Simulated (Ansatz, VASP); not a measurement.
## Two plane-wave programs on KCl

```xyz
2
Lattice="0.0000 3.1561 3.1245 3.1561 0.0000 3.1245 3.1561 3.1561 0.0000" Properties=species:S:1:pos:R:3 pbc="T T T"
K     0.0000    0.0000    0.0000
Cl    3.1561    3.1561    3.1245
```

Change from the starting cell: strain -0.0100 x Voigt [0, 0, 1, 0, 0, 0], atoms carried along.

Alike in both runs: task single point; functional PBE; k mesh 6 × 6 × 6; occupations gaussian, width 0.05 eV; no spin polarisation.

```csv
,VASP,Ansatz
version,VASP 6.6.1,Ansatz 0.2.0
potentials or method,"VASP PAW PBE potentials, release 64 (K_sv, Cl), cutoff 520 eV","scalar-relativistic, plane waves, PAW"
valence electrons in the cell,16,16
```

```csv
,VASP,Ansatz,Ansatz less VASP
gap on the k mesh at the Fermi level (eV),5.19,5.19,+0.002
least direct gap on the mesh (eV),5.19,5.19,+0.002
pressure (GPa),0.8,0.8,-0.03
"traceless stress, the component that is largest in VASP (GPa)",0.26,0.26,-0.005
```
